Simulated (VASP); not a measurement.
A run of VASP 6.6.1 is set up as follows.

The input INCAR:

```
ALGO = Normal ; EDIFF = 1E-7
ENCUT = 520 ; ISIF = 2
ISMEAR = 0 ; LASPH = T
LCHARG = F ; LREAL = F
LWAVE = F ; NBANDS = 12
NELM = 60 ; PREC = Accurate
SIGMA = 0.1
```

The input KPOINTS:

```
k-points
0
Gamma
  6 6 6
```

Contents of POSCAR:

```
LiCl
1.0
    0.0000000000      2.5421223400      2.5421223400
    2.5421223400      0.0000000000      2.5421223400
    2.5421223400      2.5421223400      0.0000000000
Li Cl
1 1
Direct
    0.0000000000      0.0000000000      0.0000000000
    0.5000000000      0.5000000000      0.5000000000
```

Potentials or basis: VASP PAW LDA potentials, release 64 (Li_sv, Cl).

Run with:

```sh
$ cat potpaw_LDA.64/Li_sv/POTCAR potpaw_LDA.64/Cl/POTCAR > POTCAR
$ mpirun -np 1 vasp_std > vasp.out
```

Estimate the band gap on the k mesh.

6.16 eV.

 A k mesh can miss the band edges.
